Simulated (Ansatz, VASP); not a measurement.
CaMgF4 in VASP and in Ansatz

```
CELL_PARAMETERS angstrom
0.00000 3.43804 3.43804
3.43804 0.00000 3.43804
3.43804 3.43804 0.00000
ATOMIC_POSITIONS crystal
Ca 0.25000 0.25000 0.25000
Mg 0.00000 0.00000 0.00000
F 0.62513 0.12462 0.62513
F 0.62513 0.62513 0.12462
F 0.62513 0.62513 0.62513
F 0.12462 0.62513 0.62513
```

Change from the starting cell: species swapped into the CeYCo4 type (F-43m, No. 216).

Alike in both runs: task single point; functional PBE; k mesh 4 × 4 × 4; occupations gaussian, width 0.1 eV; no spin polarisation.

|  | VASP | Ansatz |
| --- | --- | --- |
| version | VASP 6.6.1 | Ansatz 0.2.0 |
| potentials or method | VASP PAW PBE potentials, release 64 (Ca_sv, Mg, F), cutoff 520 eV | scalar-relativistic, plane waves, PAW |
| valence electrons in the cell | 40 | 48 |

Ansatz gave:

```
gap on the k mesh at the Fermi level (eV) : none
pressure (GPa)                            : -4.8
rms of the force components (eV/Å)        : 0.011
```

**Question.** Which values does VASP return?

**Answer.** gap on the k mesh at the Fermi level (eV): none; pressure (GPa): -5.0; rms of the force components (eV/Å): 0.011.

Atom by atom the forces differ by 0.000 eV/Å (rms over components). A gap of «none» marks a metal or a gap that the smearing closes. VASP's potentials hold 40 valence electrons a cell and Ansatz's 48, so a difference there can come from the potentials and not from the codes.

The k mesh is coarse, so the values compare programs but aren't converged.
